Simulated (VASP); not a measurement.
# VN2 (I4/mcm) in VASP: further runs, part 2 of 2

VASP 6.6.1. The steps go on from the part before.

## 4. Single point, r2SCAN

The input, POSCAR:

```
VN2
1.0
   -2.1507500000      2.1507500000      2.4913500000
    2.1507500000     -2.1507500000      2.4913500000
    2.1507500000      2.1507500000     -2.4913500000
V N
2 4
Direct
    0.2500000000      0.2500000000      0.0000000000
    0.7500000000      0.7500000000      0.0000000000
    0.1151000000      0.6151000000      0.7302000000
    0.6151000000      0.8849000000      0.5000000000
    0.8849000000      0.3849000000      0.2698000000
    0.3849000000      0.1151000000      0.5000000000
```

The input, INCAR.step1:

```
SYSTEM = VN2
PREC = Accurate
ENCUT = 520
ISMEAR = 0
SIGMA = 0.1
LREAL = .False.
LASPH = .True.
NELM = 80
NBANDS = 32
GGA = PE
ALGO = Normal
EDIFF = 1E-4
LWAVE = .True.
LCHARG = .False.
```

The input, INCAR.step2:

```
SYSTEM = VN2
PREC = Accurate
ENCUT = 520
EDIFF = 1E-6
ISMEAR = 0
SIGMA = 0.1
LREAL = .False.
LASPH = .True.
NELM = 80
ALGO = Normal
ISIF = 2
LWAVE = .False.
LCHARG = .False.
METAGGA = R2SCAN
LMIXTAU = .True.
NBANDS = 32
ISTART = 1
```

The input, KPOINTS:

```
regular mesh
0
Gamma
  12 12 12
  0 0 0
```

Potentials or basis: VASP PAW PBE potentials, release 64 (V_sv, N).

Launch:

```
> cat potpaw_PBE.64/V_sv/POTCAR potpaw_PBE.64/N/POTCAR > POTCAR
> cp INCAR.step1 INCAR
> mpirun -np 1 vasp_std > vasp.out
> cp INCAR.step2 INCAR
> mpirun -np 1 vasp_std > vasp.out
```

OUTCAR:

```text
SYSTEM = VN2
   PREC = Accurate
   ENCUT = 520
   EDIFF = 1E-6
   ISMEAR = 0
   LREAL = .False.
   LASPH = .True.
   NELM = 80
   ISIF = 2
   METAGGA = R2SCAN
   ISTART = 1

 ion  position               nearest neighbor table
   1  0.250  0.250  0.000-   5 2.13   3 2.13   4 2.13   6 2.13   6 2.13   3 2.13   4 2.13   5 2.13
                             2 2.49   2 2.49
   2  0.750  0.750  0.000-   5 2.13   3 2.13   4 2.13   6 2.13   4 2.13   6 2.13   3 2.13   5 2.13
                             1 2.49   1 2.49
   3  0.115  0.615  0.730-   5 1.40   1 2.13   1 2.13   2 2.13   2 2.13
   4  0.615  0.885  0.500-   6 1.40   2 2.13   1 2.13   2 2.13   1 2.13
   5  0.885  0.385  0.270-   3 1.40   2 2.13   1 2.13   2 2.13   1 2.13
   6  0.385  0.115  0.500-   4 1.40   1 2.13   2 2.13   1 2.13   2 2.13

  LATTYP: Found a body centered tetragonal cell.
 ALAT       =     4.3015000000
 C/A-ratio  =     1.1583633616

  Lattice vectors:

 A1 = (  -2.1507500000,   2.1507500000,   2.4913500000)
 A2 = (   2.1507500000,  -2.1507500000,   2.4913500000)
 A3 = (   2.1507500000,   2.1507500000,  -2.4913500000)

Analysis of symmetry for initial positions (statically):
=====================================================================
 Subroutine PRICEL returns:
 Original cell was already a primitive cell.

 Routine SETGRP: Setting up the symmetry group for a
 body centered tetragonal supercell.

 Subroutine GETGRP returns: Found 16 space group operations
 (whereof  8 operations were pure point group operations)
 out of a pool of 16 trial point group operations.

The static configuration has the point symmetry C_4h.
 The point group associated with its full space group is D_4h.

Analysis of symmetry for dynamics (positions and initial velocities):
=====================================================================
 Subroutine PRICEL returns:
 Original cell was already a primitive cell.

 Routine SETGRP: Setting up the symmetry group for a
 body centered tetragonal supercell.

[... 136 lines left out ...]
  Thomas-Fermi vector in A             =   2.727335
   LORBIT       =      0    0 simple, 1 ext, 2 COOP (PROOUT), +10 PAW based schemes
   METAGGA = R2SCAN    functional components
   LHFCALC =     F    Hartree Fock is set to
   AEXX    =    0.0000 exact exchange contribution
   IVDW    =     0    specifies the selected vdW correction
   LEPSILON=     F    determine dielectric tensor
   LRPA    =     F    only Hartree local field effects (RPA)
 non-spin polarized calculation
 Gauss-broadening in eV      SIGMA  =   0.10
  energy-cutoff  :      520.00
  volume of cell :       46.10
 maximum number of plane-waves:      1268
 NGX is ok and might be reduce to    30
   NGX = 15   NGY = 15   NGZ = 15

 number of electron      46.0000009 magnetization

 Free energy of the ion-electron system (eV)
  ---------------------------------------------------
  ext. energy  EPLUGINS =         0.00000000
  ---------------------------------------------------
  free energy    TOTEN  =       -67.79998440 eV

  energy without entropy =      -67.78961437  energy(sigma->0) =      -67.79479939

 E-fermi :  11.4555     XC(G=0): -14.6271

 val. band max:       11.4506301895   @ k =   0.2500   0.2500   0.2500
 cond. band min:      11.4555942121   @ k =  -0.2500  -0.4167   0.1667
 fundamental gap:      0.0049640226
 Fermi energy:        11.4555382142

 k-point     1 :       0.0000    0.0000    0.0000
  band No.  band energies     occupation
      1     -56.8836      2.00000
      2     -56.7202      2.00000
      3     -29.8411      2.00000
      4     -29.6126      2.00000
      5     -29.6126      2.00000
      6     -29.6055      2.00000
[... 829 lines left out ...]
     31      14.5665      0.00000
     32      15.3245      0.00000

 [... further k-points ...]

------------------------ aborting loop because EDIFF is reached ----------------------------------------

  FORCE on cell =-STRESS in cart. coord.  units (eV):
  Direction    XX          YY          ZZ          XY          YZ          ZX
  --------------------------------------------------------------------------------------
  -------------------------------------------------------------------------------------
  Total       -0.8406653     -0.8406653     -2.5356643      0.0000000      0.0000000      0.0000000
  in kB      -29.2185811    -29.2185811    -88.1308067      0.0000000      0.0000000      0.0000000
  external PRESSURE =     -48.8559896 kB  Pullay stress =       0.0000000 kB

 VOLUME and BASIS-vectors are now :
 -----------------------------------------------------------------------------
  energy-cutoff  :      520.00
  volume of cell :       46.10
      direct lattice vectors                 reciprocal lattice vectors
    -2.150750000  2.150750000  2.491350000     0.000000000  0.232477043  0.200694403
     2.150750000 -2.150750000  2.491350000     0.232477043  0.000000000  0.200694403
     2.150750000  2.150750000 -2.491350000     0.232477043  0.232477043  0.000000000

 POSITION                                       TOTAL-FORCE (eV/Angst)
 -----------------------------------------------------------------------------------
      0.00000      0.00000      1.24568         0.000000     -0.000000      0.000000
      0.00000      0.00000      3.73703         0.000000      0.000000      0.000000
      2.64585      0.49510      0.00000        -0.215375     -0.215375     -0.000000
      1.65565      0.49510      2.49135         0.215375     -0.215375      0.000000
     -0.49510      1.65565      2.49135         0.215375      0.215375      0.000000
      0.49510      1.65565      0.00000        -0.215375      0.215375     -0.000000
 -----------------------------------------------------------------------------------
    total drift:                                0.000000      0.000000     -0.000000

  FREE ENERGIE OF THE ION-ELECTRON SYSTEM (eV)
  ---------------------------------------------------
  free  energy   TOTEN  =       -67.7999843991 eV

  energy  without entropy=      -67.7896143734  energy(sigma->0) =      -67.79479939
```

OUTCAR.step1:

```text
SYSTEM = VN2
   PREC = Accurate
   ENCUT = 520
   ISMEAR = 0
   LREAL = .False.
   LASPH = .True.
   NELM = 80
[... 1081 lines left out ...]
      1.65565      0.49510      2.49135         0.261885     -0.261885     -0.000000
     -0.49510      1.65565      2.49135         0.261885      0.261885      0.000000
      0.49510      1.65565      0.00000        -0.261885      0.261885     -0.000000
 -----------------------------------------------------------------------------------
    total drift:                                0.000000      0.000000     -0.000000

  FREE ENERGIE OF THE ION-ELECTRON SYSTEM (eV)
  ---------------------------------------------------
  free  energy   TOTEN  =       -53.3469959003 eV

  energy  without entropy=      -53.3338370474  energy(sigma->0) =      -53.34041647
```

OSZICAR.step1:

```text
N       E                     dE             d eps       ncg     rms          rms(c)
DAV:   1     0.575918351929E+03    0.57592E+03   -0.26430E+04 10472   0.163E+03
DAV:   2    -0.225020323744E+02   -0.59842E+03   -0.55567E+03 11632   0.513E+02
DAV:   3    -0.647876661499E+02   -0.42286E+02   -0.41190E+02 11496   0.143E+02
DAV:   4    -0.657354258730E+02   -0.94776E+00   -0.93916E+00 13760   0.202E+01
DAV:   5    -0.657506678682E+02   -0.15242E-01   -0.15215E-01 11656   0.235E+00    0.416E+01
DAV:   6    -0.607231982198E+02    0.50275E+01   -0.84539E+01 12736   0.766E+01    0.273E+01
DAV:   7    -0.544283906599E+02    0.62948E+01   -0.38633E+01 11648   0.655E+01    0.174E+01
DAV:   8    -0.533699550505E+02    0.10584E+01   -0.36711E+00 10824   0.173E+01    0.408E+00
DAV:   9    -0.533567418827E+02    0.13213E-01   -0.28492E-01 13216   0.438E+00    0.119E+00
DAV:  10    -0.533467667599E+02    0.99751E-02   -0.45052E-02 10912   0.211E+00    0.505E-01
DAV:  11    -0.533480989687E+02   -0.13322E-02   -0.31501E-03 10600   0.556E-01    0.412E-01
DAV:  12    -0.533471209602E+02    0.97801E-03   -0.34000E-03 11432   0.662E-01    0.111E-01
DAV:  13    -0.533470158631E+02    0.10510E-03   -0.21695E-04  7784   0.139E-01    0.395E-02
DAV:  14    -0.533469959003E+02    0.19963E-04   -0.55389E-05  5224   0.601E-02
   1 F= -.53346996E+02 E0= -.53340416E+02  d E =-.131589E-01
```

It took 8.5 min on 1 thread of AMD EPYC 9R45 (Zen 5), shared host; peak memory 0.28 GiB.

Results:

```yaml
Free_energy: -67.8000 eV
Pressure: -4.9 GPa
Largest_force: 0.305 eV/Å
Band_gap_on_the_k_mesh: zero (bands 23 and 24 overlap by 0.37 eV)
```

Forces on the atoms (eV/Å):
```
V    0.000  0.000  0.000
V    0.000  0.000  0.000
N   -0.215 -0.215  0.000
N    0.215 -0.215  0.000
N    0.215  0.215  0.000
N   -0.215  0.215  0.000
```

Stress tensor (GPa, compression positive):
```
-2.92  0.00  0.00
 0.00 -2.92  0.00
 0.00  0.00 -8.81
```

Levels at points of the mesh, in eV from the Fermi level:
```tsv
k point	band 21	band 22	band 23	band 24	band 25	band 26
(0.00, 0.00, 0.00)	-2.85	-2.77	-2.77	0.82	1.07	1.07
(0.50, 0.00, 0.00)	-3.32	-3.32	0.09	0.09	0.81	0.81
(0.50, 0.50, 0.00)	-2.97	-2.68	-1.51	0.05	0.93	1.14
(0.50, 0.50, 0.50)	-2.26	-0.32	-0.26	-0.06	-0.05	0.03
```

Caveat: the stress differs along the axes, from -9 to -3 GPa; the PAW data sets were made with another functional, which shifts forces and pressure a little; the run has no spin polarisation, though such a crystal can be magnetic. With open d or f shells a metallic result of r2SCAN can be an artefact of self-interaction; +U or a hybrid may open a gap.

## 5. The runs side by side

| level | potentials or basis | gap on the mesh (eV) | pressure (GPa) | largest force (eV/Å) |
| --- | --- | --- | --- | --- |
| LDA | VASP PAW LDA potentials, release 64 (V_sv, N) | none | -18.5 | 0.54 |
| PBE | VASP PAW PBE potentials, release 64 (V_sv, N) | none | -0.2 | 0.37 |
| r2SCAN | VASP PAW PBE potentials, release 64 (V_sv, N) | none | -4.9 | 0.30 |

Alike in all rows: task single point; no spin polarisation; cell as given; k mesh 12 × 12 × 12; cutoff (eV) 520; smearing gaussian 0.1 eV.

Caveats: the run has no spin polarisation, though such a crystal can be magnetic; the cell stands under tension (at least some runs); the stress differs along the axes, from -9 to -3 GPa (at least some runs); the PAW data sets were made with another functional, which shifts forces and pressure a little (at least some runs).

Absolute energies hang on the potentials; compare differences alone.
